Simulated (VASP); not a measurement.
# V (Im-3m) in VASP: a series of runs, part 2 of 2

VASP 6.6.1. The steps go on from the part before.

## (3) Relaxation of cell and atoms, PBE, collinear spin, ferromagnetic start

This run uses another cell than the first one, of 13.91 Å³/atom.

The input, INCAR:

```
ALGO     = Normal         # electronic algorithm
EDIFF    = 1E-6           # SCF threshold, eV
EDIFFG   = -0.03          # ionic threshold
ENCUT    = 600            # plane-wave cutoff, eV
GGA      = PE             # functional
IBRION   = 2              # ionic algorithm
ISIF     = 3              # what is computed and relaxed
ISMEAR   = -1             # smearing method
ISPIN    = 2              # spin polarisation
LASPH    = T              # aspherical terms in the spheres
LCHARG   = F              # write CHGCAR
LMAXMIX  = 4              # l up to which the mixer works
LORBIT   = 11             # projections on sites
LREAL    = F              # projectors in reciprocal space
LWAVE    = F              # write WAVECAR
MAGMOM   = 1.5            # initial moments
NELM     = 150            # most SCF steps
NSW      = 80             # ionic steps
PREC     = Accurate       # precision mode
SIGMA    = 0.1            # smearing width, eV
```

The input, KPOINTS:

```
k-points
0
Gamma
  11 11 11
```

The input, POSCAR:

```
V
1.0
    1.5150000000      1.5150000000      1.5150000000
   -1.5150000000      1.5150000000      1.5150000000
   -1.5150000000     -1.5150000000      1.5150000000
V
1
Direct
    0.0000000000      0.0000000000      0.0000000000
```

Potentials or basis: VASP PAW PBE potentials, release 64 (V_sv).

Run with:

```sh
> cat potpaw_PBE.64/V_sv/POTCAR > POTCAR
> mpirun -np 1 vasp_std > vasp.out
```

OUTCAR:

```text
EDIFF = 1E-6
   EDIFFG = -0.03
   ENCUT = 600
   GGA = PE
   IBRION = 2
   ISIF = 3
   ISMEAR = -1
   ISPIN = 2
   LASPH = T
   LORBIT = 11
   LREAL = F
   NELM = 150
   NSW = 80
   PREC = Accurate

 ion  position               nearest neighbor table
   1  0.000  0.000  0.000-

  LATTYP: Found a body centered cubic cell.
 ALAT       =     3.0300000000

  Lattice vectors:

 A1 = (   1.5150000000,  -1.5150000000,  -1.5150000000)
 A2 = (   1.5150000000,   1.5150000000,   1.5150000000)
 A3 = (  -1.5150000000,  -1.5150000000,   1.5150000000)

Analysis of symmetry for initial positions (statically):
=====================================================================
 Subroutine PRICEL returns:
 Original cell was already a primitive cell.

[... 241 lines left out ...]
     10      12.6382      0.00000
     11      30.8717      0.00000
[... 698 lines left out ...]
 number of electron      12.9999999 magnetization      -0.0000000

 number of electron      12.9999999 magnetization       0.0000002

 Free energy of the ion-electron system (eV)
  ---------------------------------------------------
  ext. energy  EPLUGINS =         0.00000000
  ---------------------------------------------------
  free energy    TOTEN  =        -9.02032808 eV

  energy without entropy =       -8.96218630  energy(sigma->0) =       -8.99125719

 E-fermi :   9.6935     XC(G=0): -12.8922

 val. band max:        9.6771670951   @ k =  -0.4545   0.1818   0.0000
 cond. band min:       9.7469477663   @ k =   0.2727   0.1818   0.0909
 fundamental gap:      0.0697806713
 Fermi energy:         9.6935472597

 spin component 1

 k-point     1 :       0.0000    0.0000    0.0000
  band No.  band energies     occupation
      1     -54.0409      1.00000
      2     -27.3455      1.00000
      3     -27.3455      1.00000
      4     -27.3455      1.00000
      5       3.0976      1.00000
      6      10.0919      0.01828
      7      10.0919      0.01828
      8      10.0919      0.01828
      9      12.0961      0.00000
     10      12.0961      0.00000
     11      30.1478      0.00000
[... 690 lines left out ...]
  FREE ENERGIE OF THE ION-ELECTRON SYSTEM (eV)
  ---------------------------------------------------
  free  energy   TOTEN  =        -9.0203280782 eV

  energy  without entropy=       -8.9621863007  energy(sigma->0) =       -8.99125719

 reached required accuracy - stopping structural energy minimisation

 total charge

# of ion       s       p       d       tot
------------------------------------------
    1        2.341   6.222   3.085  11.648

 magnetization (x)

# of ion       s       p       d       tot
------------------------------------------
    1        0.000   0.000  -0.000  -0.000
```

OSZICAR:

```text
N       E                     dE             d eps       ncg     rms          rms(c)
DAV:   1     0.100069252209E+03    0.10007E+03   -0.77518E+03  2464   0.142E+03
DAV:   2    -0.857768623924E+01   -0.10865E+03   -0.10580E+03  2503   0.370E+02
[... 22 lines left out ...]
DAV:   1    -0.931012288103E+01   -0.29950E+00   -0.51319E+00  2464   0.403E+01    0.563E+00
DAV:   2    -0.902504368059E+01    0.28508E+00   -0.98726E-01  2476   0.154E+01    0.114E+00
DAV:   3    -0.902165980206E+01    0.33839E-02   -0.58621E-03  2530   0.118E+00    0.567E-01
DAV:   4    -0.902031573757E+01    0.13441E-02   -0.28859E-03  2560   0.725E-01    0.509E-02
DAV:   5    -0.902032765337E+01   -0.11916E-04   -0.50062E-05  2698   0.110E-01    0.140E-02
DAV:   6    -0.902032807817E+01   -0.42481E-06   -0.52266E-06  2518   0.368E-02
   3 F= -.90203281E+01 E0= -.89912572E+01  d E =-.676396E-02  mag=    -0.0000
```

CONTCAR:

```text
V
   1.00000000000000
     1.5000078516473692    1.5000078516473692    1.5000078516473692
    -1.5000078516473692    1.5000078516473692    1.5000078516473692
    -1.5000078516473692   -1.5000078516473692    1.5000078516473692
  V
     1
Direct
     0.0000000000000000    0.0000000000000000    0.0000000000000000

  0.00000000E+00  0.00000000E+00  0.00000000E+00
```

Run time: 55 s. Hardware: 1 thread of Intel Xeon 8259CL, shared host; peak memory 0.16 GiB.

Results:

* Free energy: -9.0203 eV
* Relaxed volume: 13.50 Å³/atom
* Relaxed cell: a = 2.598 Å, b = 2.598 Å, c = 2.598 Å, α = 70.53°, β = 109.47°, γ = 70.53°
* Space group after relaxing (to 0.1 Å): Im-3m (No. 229)
* Energy gained by relaxing: 6.8 meV/atom
* Ionic steps: 3
* Pressure after relaxing: 0.0 GPa
* Net moment: 0.00 μB per cell
* Valence electrons inside the program's atomic spheres: V 11.65

The path:
```csv
step,energy change (eV),largest force (eV/Å),pressure (GPa),volume (Å³)
1,0.0000,0.0000,-5.13,13.91
2,0.0029,0.0000,6.90,13.03
3,-0.0068,0.0000,-0.05,13.50
```

Final structure:
```
CELL_PARAMETERS angstrom
1.50001 1.50001 1.50001
-1.50001 1.50001 1.50001
-1.50001 -1.50001 1.50001
ATOMIC_POSITIONS crystal
V 0.00000 0.00000 0.00000
```

## (4) Relaxation of cell and atoms, PBE, collinear spin, ferromagnetic start, target pressure 10 GPa, at which the enthalpy is minimised

This run uses another cell than the first one, of 13.91 Å³/atom.

The input, INCAR:

```
SYSTEM = V
PREC     = Accurate       ! precision mode
ENCUT    = 600            ! plane-wave cutoff, eV
EDIFF    = 1E-6           ! SCF threshold, eV
ISMEAR   = -1             ! smearing method
SIGMA    = 0.1            ! smearing width, eV
LREAL    = .FALSE.        ! projectors in reciprocal space
LASPH    = .TRUE.         ! aspherical terms in the spheres
NELM     = 150            ! most SCF steps
ALGO     = Normal         ! electronic algorithm
ISIF     = 3              ! what is computed and relaxed
LWAVE    = .FALSE.        ! write WAVECAR
LCHARG   = .FALSE.        ! write CHGCAR
ISPIN    = 2              ! spin polarisation
MAGMOM   = 1.5            ! initial moments
LORBIT   = 11             ! projections on sites
LMAXMIX  = 4              ! l up to which the mixer works
GGA      = PE             ! functional
IBRION   = 2              ! ionic algorithm
NSW      = 80             ! ionic steps
EDIFFG   = -0.03          ! ionic threshold
PSTRESS  = 100.0
```

The input, KPOINTS:

```
Automatic mesh
0
G
  11 11 11
  0 0 0
```

POSCAR is that of step 3.

Potentials or basis: VASP PAW PBE potentials, release 64 (V_sv).

Run with:

```sh
> cat potpaw_PBE.64/V_sv/POTCAR > POTCAR
> mpirun -np 1 vasp_std > vasp.out
```

OUTCAR:

```text
SYSTEM = V
   PREC = Accurate
   ENCUT = 600
   EDIFF = 1E-6
   ISMEAR = -1
   LREAL = .FALSE.
   LASPH = .TRUE.
   NELM = 150
   ISIF = 3
   ISPIN = 2
   LORBIT = 11
   GGA = PE
   IBRION = 2
   NSW = 80
   EDIFFG = -0.03
   PSTRESS = 100.0

 ion  position               nearest neighbor table
   1  0.000  0.000  0.000-

  LATTYP: Found a body centered cubic cell.
 ALAT       =     3.0300000000

  Lattice vectors:

 A1 = (   1.5150000000,  -1.5150000000,  -1.5150000000)
 A2 = (   1.5150000000,   1.5150000000,   1.5150000000)
 A3 = (  -1.5150000000,  -1.5150000000,   1.5150000000)

Analysis of symmetry for initial positions (statically):
=====================================================================
 Subroutine PRICEL returns:
 Original cell was already a primitive cell.

 Routine SETGRP: Setting up the symmetry group for a
[... 201 lines left out ...]
      8       9.7195      0.01992
      9      11.6501      0.00000
     10      11.6501      0.00000
     11      29.5465      0.00000
[... 778 lines left out ...]
 number of electron      12.9999998 magnetization       0.0000000

 number of electron      12.9999998 magnetization      -0.0000000

 Free energy of the ion-electron system (eV)
  ---------------------------------------------------
  ext. energy  EPLUGINS =         0.00000000
  ---------------------------------------------------
  free energy    TOTEN  =        -9.00093060 eV

  energy without entropy =       -8.94470499  energy(sigma->0) =       -8.97281780

 E-fermi :  10.3210     XC(G=0): -13.1635

 val. band max:       10.2762760141   @ k =   0.3636   0.0909   0.0909
 cond. band min:      10.3568148372   @ k =  -0.4545   0.1818   0.0000
 fundamental gap:      0.0805388231
 Fermi energy:        10.3210356896

 spin component 1

 k-point     1 :       0.0000    0.0000    0.0000
  band No.  band energies     occupation
      1     -53.3566      1.00000
      2     -26.5751      1.00000
      3     -26.5751      1.00000
      4     -26.5751      1.00000
      5       3.6259      1.00000
      6      10.7302      0.01644
      7      10.7302      0.01644
      8      10.7302      0.01644
      9      12.8624      0.00000
     10      12.8624      0.00000
     11      31.1695      0.00000
[... 694 lines left out ...]
  energy  without entropy=       -8.9447049943  energy(sigma->0) =       -8.97281780

  enthalpy is  TOTEN    =        -8.1991035144 eV   P V=        0.8018270816

 reached required accuracy - stopping structural energy minimisation

 total charge

# of ion       s       p       d       tot
------------------------------------------
    1        2.356   6.238   3.143  11.737

 magnetization (x)

# of ion       s       p       d       tot
------------------------------------------
    1        0.000  -0.000  -0.000  -0.000
```

Wall time 58 s (1 thread of Intel Xeon 8259CL, shared host); peak memory 0.17 GiB.

Results:

```yaml
Free_energy: -9.0009 eV
Relaxed_volume: 12.85 Å³/atom
Relaxed_cell: a = 2.555 Å, b = 2.555 Å, c = 2.555 Å, α = 70.53°, β = 109.47°, γ = 70.53°
Space_group_after_relaxing_to_0.1_Å: Im-3m (No. 229)
Energy_change_on_relaxing_the_run_minimises_the_enthalpy: +12.6 meV/atom
Ionic_steps: 4
Pressure_after_relaxing: 9.9 GPa
Net_moment: 0.00 μB per cell
Valence_electrons_inside_the_program's_atomic_spheres: V 11.74
```

The path:
```tsv
step	energy change (eV)	largest force (eV/Å)	pressure (GPa)	volume (Å³)
1	0.0000	0.0000	-5.13	13.91
2	0.2291	0.0000	41.80	11.43
3	0.0110	0.0000	9.47	12.87
4	0.0126	0.0000	9.95	12.85
```

Final structure:
```
CELL_PARAMETERS angstrom
1.47540 1.47540 1.47540
-1.47540 1.47540 1.47540
-1.47540 -1.47540 1.47540
ATOMIC_POSITIONS crystal
V 0.00000 0.00000 0.00000
```

Levels at points of the mesh, in eV from the Fermi level:
Spin up:
```csv
k point,band 3,band 4,band 5,band 6,band 7,band 8,band 9,band 10
"(0.00, 0.00, 0.00)",-36.90,-36.90,-6.70,0.41,0.41,0.41,2.54,2.54
```
Spin down:
| k point | band 3 | band 4 | band 5 | band 6 | band 7 | band 8 | band 9 | band 10 |
| --- | --- | --- | --- | --- | --- | --- | --- | --- |
| (0.00, 0.00, 0.00) | -36.90 | -36.90 | -6.70 | 0.41 | 0.41 | 0.41 | 2.54 | 2.54 |

Caveat: the cell is relaxed towards a set pressure, so the run minimises the enthalpy, not the energy.

## (5) Overview

| task | cell | cutoff (eV) | gap on the mesh (eV) | pressure (GPa) | moment (μB) |
| --- | --- | --- | --- | --- | --- |
| single point | a = 2.597 Å, angles 70.5, 109.5, 70.5°, 1 atom | 520 | none | 0.2 | 0.00 |
| relaxation of cell and atoms | relaxed from a = 2.624 Å, angles 70.5, 109.5, 70.5°, 1 atom | 600 | none | 0.0 | 0.00 |
| relaxation of cell and atoms | relaxed to 10 GPa from a = 2.624 Å, angles 70.5, 109.5, 70.5°, 1 atom | 600 | none | 9.9 | 0.00 |

Alike in all rows: level PBE; potentials or basis VASP PAW PBE potentials, release 64 (V_sv); spin collinear, ferromagnetic start; k mesh 11 × 11 × 11; smearing fermi-dirac 0.1 eV.

Caveats: the cell is relaxed towards a set pressure, so the run minimises the enthalpy, not the energy (at least some runs).

Absolute energies hang on the potentials; compare differences alone.
